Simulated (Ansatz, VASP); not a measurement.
## MgSeS4: VASP beside Ansatz

```xyz
6
Lattice="0.0000 4.0048 4.0048 4.0048 0.0000 4.0048 4.0048 4.0048 0.0000" Properties=species:S:1:pos:R:3 pbc="T T T"
Mg    6.0072    6.0072    6.0072
Se    0.0000    0.0000    0.0000
S     2.9966    5.0129    5.0129
S     2.9966    2.9966    2.9966
S     5.0129    2.9966    5.0129
S     5.0129    5.0129    2.9966
```

Change from the starting cell: species swapped into the YbCdCu4 type (F-43m, No. 216).

Alike in both runs: task relaxation of cell and atoms; functional PBE; k mesh 4 × 4 × 4; occupations gaussian, width 0.1 eV; no spin polarisation.

|  | VASP | Ansatz |
| --- | --- | --- |
| version | VASP 6.6.1 | Ansatz 0.2.0 |
| potentials or method | VASP PAW PBE potentials, release 64 (Mg, Se, S), cutoff 600 eV | scalar-relativistic, plane waves, PAW |
| valence electrons in the cell | 32 | 50 |

```tsv
	VASP	Ansatz	Ansatz less VASP
gap on the k mesh at the Fermi level, each at its own relaxed structure (eV)	none	none	-
relaxed volume (Å³/atom)	18.42	18.48	+0.055
relaxed cell length with the largest relative difference (Å)	5.387	5.392	+0.0054
```

A gap of «none» marks a metal or a gap that the smearing closes. VASP's potentials hold 32 valence electrons a cell and Ansatz's 50, so a difference there can come from the potentials and not from the codes.
